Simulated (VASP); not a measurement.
Input of a VASP 6.6.1 run:

INCAR

```
PREC = Accurate ; ENCUT = 520
EDIFF = 1E-7 ; ISMEAR = 0
SIGMA = 0.1 ; LREAL = False
LASPH = True ; NELM = 60
ALGO = Normal ; ISIF = 2
LWAVE = False ; LCHARG = True
GGA = PE ; LELF = True
LVHAR = True ; NBANDS = 33
```

File KPOINTS:

```
Automatic mesh
0
Gamma
  6 6 10
```

Contents of POSCAR:

```
AsSe3
1.0
    7.4840211571      0.0000000000      0.0000000000
   -3.7420105786      6.4813524445      0.0000000000
    0.0000000000      0.0000000000      3.7298219005
As Se
2 6
Direct
    0.3333333333      0.6666666667      0.7500000000
    0.6666666667      0.3333333333      0.2500000000
    0.1790836797      0.3581673594      0.2500000000
    0.6418326406      0.8209163203      0.2500000000
    0.1790836797      0.8209163203      0.2500000000
    0.8209163203      0.6418326406      0.7500000000
    0.3581673594      0.1790836797      0.7500000000
    0.8209163203      0.1790836797      0.7500000000
```

Potentials or basis: VASP PAW PBE potentials, release 64 (As, Se).

Command:

```console
$ cat potpaw_PBE.64/As/POTCAR potpaw_PBE.64/Se/POTCAR > POTCAR
$ mpirun -np 1 vasp_std > vasp.out
```

(1) Estimate the band gap on the k mesh.

(2) What does it give for the largest force?

Answers

(1) zero (bands 23 and 24 overlap by 1.53 eV).

(2) 0.005 eV/Å.
